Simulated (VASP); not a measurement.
Set up this calculation in VASP 6.6.1, as the native input.

- Task: single point
- Functional: PBE
- Potentials or basis: VASP PAW PBE potentials, release 64 (Ta_pv)
- Cutoff: 520 eV
- k mesh: 20 × 20 × 20
- Occupations: gaussian, width 0.15 eV
- Spin: no spin polarisation
- Dipole correction: no
- Further INCAR settings: ALGO = Normal; EDIFF = 1e-06; NBANDS = 12

The structure of Ta lies in POSCAR:

```
Ta
1.0
   -1.5735592300      1.5735592300      1.8826062627
    1.5735592300     -1.5735592300      1.8826062627
    1.5735592300      1.5735592300     -1.8826062627
Ta
1
Direct
    0.0000000000      0.0000000000      0.0000000000
```

This cell differs from its parent crystal: volume 18.646 Å^3 an atom, c/a of the conventional cell 1.1964.

These files were run (other wordings do the same):

INCAR

```
ALGO     = Normal         # electronic algorithm
EDIFF    = 1E-6           # SCF threshold, eV
ENCUT    = 520            # plane-wave cutoff, eV
GGA      = PE             # functional
ISIF     = 2              # what is computed and relaxed
ISMEAR   = 0              # smearing method
LASPH    = True           # aspherical terms in the spheres
LCHARG   = False          # write CHGCAR
LREAL    = False          # projectors in reciprocal space
LWAVE    = False          # write WAVECAR
NBANDS   = 12             # bands
NELM     = 100            # most SCF steps
PREC     = Accurate       # precision mode
SIGMA    = 0.15           # smearing width, eV
```

KPOINTS

```
k-points
0
Gamma
  20 20 20
```

Potentials or basis: VASP PAW PBE potentials, release 64 (Ta_pv).

Command:

```console
$ cat potpaw_PBE.64/Ta_pv/POTCAR > POTCAR
$ mpirun -np 1 vasp_std > vasp.out
```

Results of the run:

```
Pressure : -1.2 GPa
```

It took 5.6 min on 1 thread of AMD EPYC 7R13, on a shared host, peak memory 0.22 GiB.
